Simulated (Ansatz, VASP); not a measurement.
Two plane-wave programs on KI

The input INCAR:

```
SYSTEM = KI
ALGO = Normal ; EDIFF = 1E-6
ENCUT = 500 ; GGA = PE
GGA_COMPAT = .FALSE. ; ISIF = 2
ISMEAR = 0 ; LASPH = .TRUE.
LCHARG = .TRUE. ; LELF = .TRUE.
LREAL = .FALSE. ; LVHAR = .TRUE.
LWAVE = .FALSE. ; NBANDS = 15
NELM = 120 ; PREC = Accurate
SIGMA = 0.05
```

Contents of KPOINTS:

```
k-points
0
G
  4 4 4
  0 0 0
```

POSCAR

```
KI
1.0
    0.0000000000      3.9658942500      3.9658942500
    3.9658942500      0.0000000000      3.9658942500
    3.9658942500      3.9658942500      0.0000000000
K I
1 1
Direct
    0.0000000000      0.0000000000      0.0000000000
    0.2500000000      0.2500000000      0.2500000000
```

Input for Ansatz:

```yaml
crystal:
  lattice:
    - [0.0, 3.96589425, 3.96589425]
    - [3.96589425, 0.0, 3.96589425]
    - [3.96589425, 3.96589425, 0.0]
  atoms:
    - { symbol: K, position: [0.0, 0.0, 0.0] }
    - { symbol: I, position: [0.25, 0.25, 0.25] }
kpoints:
  mp_grid: { grid: [4, 4, 4] }
hamiltonian:
  xc: pbe
scf:
  occupations: { method: gaussian, width: 0.05 }
  n_extra_bands: 4
output:
  forces: true
  stress: true
  eigenvalues: true
```

Alike in both runs: task single point; functional PBE; k mesh 4 × 4 × 4; occupations gaussian, width 0.05 eV; no spin polarisation.

|  | VASP | Ansatz |
| --- | --- | --- |
| version | VASP 6.6.1 | Ansatz 0.2.0 |
| potentials or method | VASP PAW PBE potentials, release 64 (K_sv, I) | plane waves |
| plane-wave cutoff (eV) | 500 | 420 |
| valence electrons in the cell | 16 | 26 |

|  | VASP | Ansatz | Ansatz less VASP |
| --- | --- | --- | --- |
| gap on the k mesh at the Fermi level (eV) | 3.93 | 3.93 | +0.003 |
| pressure (GPa) | 0.2 | 0.2 | -0.02 |

With one functional, cell and mesh, what is left measures potentials, basis and numerics. VASP's potentials hold 16 valence electrons a cell and Ansatz's 26, so a difference there can come from the potentials and not from the codes.

Spin-orbit coupling is off throughout.
